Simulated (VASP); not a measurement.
# Be2C (Fm-3m) in VASP: a series of runs

Be2C is run at these levels: PBE; tasks: single point, relaxation of the atoms.

All numbers are computed with VASP 6.6.1; they aren't measurements. Logs are shortened: lines on timing, memory, paths and dates and some standing lists are left out, and cuts for length are marked.

### Step 1. The cell of the first run

Symmetry: Fm-3m, No. 225, cubic system. The conventional cell has a = 4.330 Å, b = 4.330 Å, c = 4.330 Å, α = 90.00°, β = 90.00°, γ = 90.00°. Be (site symmetry -43m) has 4 C at 1.87 Å and 6 Be at 2.17 Å within 2.5 Å. C (site symmetry m-3m) has 8 Be at 1.87 Å within 2.5 Å.

### Step 2. Single point, PBE

The input, INCAR:

```
ALGO     = Normal         # electronic algorithm
EDIFF    = 1E-6           # SCF threshold, eV
ENCUT    = 600            # plane-wave cutoff, eV
GGA      = PE             # functional
GGA_COMPAT= False        
ISIF     = 2              # what is computed and relaxed
ISMEAR   = -1             # smearing method
LASPH    = True           # aspherical terms in the spheres
LCHARG   = False          # write CHGCAR
LREAL    = False          # projectors in reciprocal space
LWAVE    = False          # write WAVECAR
NBANDS   = 11             # bands
NELM     = 120            # most SCF steps
PREC     = Accurate       # precision mode
SIGMA    = 0.02           # smearing width, eV
```

The input, KPOINTS:

```
k-points
0
Gamma
  11 11 11
```

The input, POSCAR:

```
Be2C
1.0
    0.0000000000      2.1650000000      2.1650000000
    2.1650000000      0.0000000000      2.1650000000
    2.1650000000      2.1650000000      0.0000000000
Be C
2 1
Direct
    0.2500000000      0.2500000000      0.2500000000
    0.7500000000      0.7500000000      0.7500000000
    0.0000000000      0.0000000000      0.0000000000
```

Potentials or basis: VASP PAW PBE potentials, release 64 (Be, C).

Launch:

```
$ cat potpaw_PBE.64/Be/POTCAR potpaw_PBE.64/C/POTCAR > POTCAR
$ mpirun -np 1 vasp_std > vasp.out
```

OUTCAR:

```text
EDIFF = 1E-6
   ENCUT = 600
   GGA = PE
   ISIF = 2
   ISMEAR = -1
   LASPH = True
   LREAL = False
   NELM = 120
   PREC = Accurate

 ion  position               nearest neighbor table
   1  0.250  0.250  0.250-   3 1.87   3 1.87   3 1.87   3 1.87   2 2.17   2 2.17   2 2.17   2 2.17
                             2 2.17   2 2.17
   2  0.750  0.750  0.750-   3 1.87   3 1.87   3 1.87   3 1.87   1 2.17   1 2.17   1 2.17   1 2.17
                             1 2.17   1 2.17
   3  0.000  0.000  0.000-   2 1.87   2 1.87   2 1.87   1 1.87   2 1.87   1 1.87   1 1.87   1 1.87

  LATTYP: Found a face centered cubic cell.
 ALAT       =     4.3300000000

  Lattice vectors:

 A1 = (   0.0000000000,   2.1650000000,   2.1650000000)
 A2 = (   2.1650000000,   0.0000000000,   2.1650000000)
 A3 = (   2.1650000000,   2.1650000000,   0.0000000000)

Analysis of symmetry for initial positions (statically):
=====================================================================
 Subroutine PRICEL returns:
 Original cell was already a primitive cell.

 Routine SETGRP: Setting up the symmetry group for a
 face centered cubic supercell.

 Subroutine GETGRP returns: Found 48 space group operations
 (whereof 48 operations were pure point group operations)
 out of a pool of 48 trial point group operations.

The static configuration has the point symmetry O_h .

Analysis of symmetry for dynamics (positions and initial velocities):
=====================================================================
 Subroutine PRICEL returns:
 Original cell was already a primitive cell.

 Routine SETGRP: Setting up the symmetry group for a
 face centered cubic supercell.

 Subroutine GETGRP returns: Found 48 space group operations
 (whereof 48 operations were pure point group operations)
 out of a pool of 48 trial point group operations.

The dynamic configuration has the point symmetry O_h .

 Subroutine INISYM returns: Found 48 space group operations
 (whereof 48 operations are pure point group operations),
 and found     1 'primitive' translations

----------------------------------------------------------------------------------------

                                     Primitive cell

  volume of cell :      20.2957

  direct lattice vectors                    reciprocal lattice vectors
     0.000000000  2.165000000  2.165000000    -0.230946882  0.230946882  0.230946882
     2.165000000  0.000000000  2.165000000     0.230946882 -0.230946882  0.230946882
     2.165000000  2.165000000  0.000000000     0.230946882  0.230946882 -0.230946882

  length of vectors
     3.061772363  3.061772363  3.061772363     0.400011734  0.400011734  0.400011734

[... 95 lines left out ...]
   EMIN   =  10.00;   EMAX   =-10.00  energy-range for DOS
   EFERMI =   0.00;   METHOD = LEGACY
   ISMEAR =    -1;   SIGMA  =   0.02  broadening in eV -4-tet -1-fermi 0-gaus
   EFERMI_NEDOS =   21; number of points for ismear=-14 and -15
   IALGO  =     38    algorithm
   IMIX   =      4    mixing-type and parameters
     AMIX     =   0.40;   BMIX     =  1.00
     AMIX_MAG =   1.60;   BMIX_MAG =  1.00
  volume/ion in A,a.u.               =       6.77        45.65
  Fermi-wavevector in a.u.,A,eV,Ry     =   1.200338  2.268310 19.603432  1.440812
  Thomas-Fermi vector in A             =   2.336177
   LORBIT       =      0    0 simple, 1 ext, 2 COOP (PROOUT), +10 PAW based schemes
   GGA     = PE    functional components
   LHFCALC =     F    Hartree Fock is set to
   AEXX    =    0.0000 exact exchange contribution
   IVDW    =     0    specifies the selected vdW correction
   LEPSILON=     F    determine dielectric tensor
   LRPA    =     F    only Hartree local field effects (RPA)
 non-spin polarized calculation
  energy-cutoff  :      600.00
  volume of cell :       20.30
 maximum number of plane-waves:       690
   NGX = 13   NGY = 13   NGZ = 13

 number of electron       8.0000000 magnetization

 Free energy of the ion-electron system (eV)
  ---------------------------------------------------
  ext. energy  EPLUGINS =         0.00000000
  ---------------------------------------------------
  free energy    TOTEN  =       -17.45702706 eV

  energy without entropy =      -17.45702706  energy(sigma->0) =      -17.45702706

 E-fermi :   8.0993     XC(G=0): -11.4363

 val. band max:        7.7234046496   @ k =   0.0000   0.0000   0.0000
 cond. band min:       8.9766912449   @ k =   0.4545   0.4545   0.0000
 fundamental gap:      1.2532865953
 Fermi energy:         8.0992516255

 k-point     1 :       0.0000    0.0000    0.0000
  band No.  band energies     occupation
      1      -7.3122      2.00000
      2       7.7234      2.00000
      3       7.7234      2.00000
      4       7.7234      2.00000
      5      11.8506      0.00000
      6      11.8506      0.00000
      7      11.8506      0.00000
      8      14.4677      0.00000
      9      20.8882      0.00000
     10      20.8882      0.00000
     11      20.8882      0.00000
[... 309 lines left out ...]
 k-point    24 :      -0.1818    0.1818    0.0000
  band No.  band energies     occupation
      1      -5.9483      2.00000
      2       2.8247      2.00000
      3       4.2381      2.00000
      4       6.7082      2.00000
      5      13.6366      0.00000
      6      13.8540      0.00000
      7      15.3879      0.00000
      8      15.7802      0.00000
      9      16.7189      0.00000
     10      22.6184      0.00000
     11      23.7543      0.00000

 [... further k-points ...]

------------------------ aborting loop because EDIFF is reached ----------------------------------------

  FORCE on cell =-STRESS in cart. coord.  units (eV):
  Direction    XX          YY          ZZ          XY          YZ          ZX
  --------------------------------------------------------------------------------------
  -------------------------------------------------------------------------------------
  Total        0.0047360      0.0047360      0.0047360     -0.0000000     -0.0000000      0.0000000
  in kB        0.3738707      0.3738707      0.3738707     -0.0000000     -0.0000000      0.0000000
  external PRESSURE =       0.3738707 kB  Pullay stress =       0.0000000 kB

 VOLUME and BASIS-vectors are now :
 -----------------------------------------------------------------------------
  energy-cutoff  :      600.00
  volume of cell :       20.30
      direct lattice vectors                 reciprocal lattice vectors
     0.000000000  2.165000000  2.165000000    -0.230946882  0.230946882  0.230946882
     2.165000000  0.000000000  2.165000000     0.230946882 -0.230946882  0.230946882
     2.165000000  2.165000000  0.000000000     0.230946882  0.230946882 -0.230946882

 POSITION                                       TOTAL-FORCE (eV/Angst)
 -----------------------------------------------------------------------------------
      1.08250      1.08250      1.08250        -0.000000     -0.000000      0.000000
      3.24750      3.24750      3.24750         0.000000      0.000000     -0.000000
      0.00000      0.00000      0.00000         0.000000     -0.000000     -0.000000
 -----------------------------------------------------------------------------------
    total drift:                               -0.000000     -0.000000      0.000000

  FREE ENERGIE OF THE ION-ELECTRON SYSTEM (eV)
  ---------------------------------------------------
  free  energy   TOTEN  =       -17.4570270598 eV

  energy  without entropy=      -17.4570270598  energy(sigma->0) =      -17.45702706
```

OSZICAR:

```text
N       E                     dE             d eps       ncg     rms          rms(c)
DAV:   1     0.687987363279E+01    0.68799E+01   -0.41949E+03  1232   0.743E+02
DAV:   2    -0.175826996265E+02   -0.24463E+02   -0.22874E+02  1591   0.133E+02
DAV:   3    -0.185560653680E+02   -0.97337E+00   -0.96696E+00  1663   0.205E+01
DAV:   4    -0.185611364779E+02   -0.50711E-02   -0.50702E-02  1415   0.162E+00
DAV:   5    -0.185611606243E+02   -0.24146E-04   -0.24146E-04  1568   0.104E-01    0.534E+00
DAV:   6    -0.175182052163E+02    0.10430E+01   -0.30787E+00  1280   0.834E+00    0.210E+00
DAV:   7    -0.174662195750E+02    0.51986E-01   -0.18623E-01  1531   0.299E+00    0.126E+00
DAV:   8    -0.174572247252E+02    0.89948E-02   -0.11350E-02  1333   0.120E+00    0.215E-01
DAV:   9    -0.174570262953E+02    0.19843E-03   -0.28296E-04  1528   0.107E-01    0.122E-01
DAV:  10    -0.174570276823E+02   -0.13870E-05   -0.15988E-04  1415   0.855E-02    0.117E-02
DAV:  11    -0.174570271627E+02    0.51965E-06   -0.20480E-05  1504   0.236E-02    0.291E-03
DAV:  12    -0.174570270598E+02    0.10288E-06   -0.82566E-07   726   0.661E-03
   1 F= -.17457027E+02 E0= -.17457027E+02  d E =-.123123E-10
```

Wall time 23 s (1 thread of AMD EPYC 7R13, shared host); peak memory 0.11 GiB.

Results:

```yaml
Free_energy: -17.4570 eV
Pressure: 0.0 GPa
Band_gap_on_the_k_mesh: 1.25 eV (least direct gap 4.13 eV)
```

Levels at points of the mesh, in eV from the valence-band top:
```csv
k point,band 1,band 2,band 3,band 4,band 5,band 6,band 7,band 8,band 9
"(0.00, 0.00, 0.00)",-15.04,0.00,0.00,0.00,4.13,4.13,4.13,6.74,13.16
```

Caveat: an odd mesh through Γ misses points on the zone boundary, where band edges can lie.

### Step 3. Relaxation of the atoms, PBE

The input, INCAR:

```
  ALGO = Normal
  EDIFF = 1E-7
  EDIFFG = -0.02
  ENCUT = 520
  GGA = PE
  GGA_COMPAT = F
  IBRION = 2
  ISIF = 2
  ISMEAR = -1
  LASPH = T
  LCHARG = F
  LREAL = F
  LWAVE = F
  NELM = 120
  NELMIN = 4
  NSW = 80
  PREC = Accurate
  SIGMA = 0.02
```

KPOINTS is that of step 2.

POSCAR is that of step 2.

Potentials or basis: VASP PAW PBE potentials, release 64 (Be, C).

Launch:

```
$ cat potpaw_PBE.64/Be/POTCAR potpaw_PBE.64/C/POTCAR > POTCAR
$ mpirun -np 1 vasp_std > vasp.out
```

Wall time 15 s (1 thread of AMD EPYC 7R13, shared host); peak memory 0.1 GiB.

Results (log left out):

```yaml
Free_energy: -17.4558 eV
Pressure_after_relaxing: 0.2 GPa
Band_gap_on_the_k_mesh: 1.25 eV (least direct gap 4.13 eV)
```

Final structure:
```
CELL_PARAMETERS angstrom
0.00000 2.16500 2.16500
2.16500 0.00000 2.16500
2.16500 2.16500 0.00000
ATOMIC_POSITIONS crystal
Be 0.25000 0.25000 0.25000
Be 0.75000 0.75000 0.75000
C 0.00000 0.00000 0.00000
```

Levels at points of the mesh, in eV from the valence-band top:
```csv
k point,band 2,band 3,band 4,band 5,band 6,band 7
"(0.00, 0.00, 0.00)",0.00,0.00,0.00,4.13,4.13,4.13
```

Caveat: the relaxation stopped at its first step, so nothing moved; an odd mesh through Γ misses points on the zone boundary, where band edges can lie.
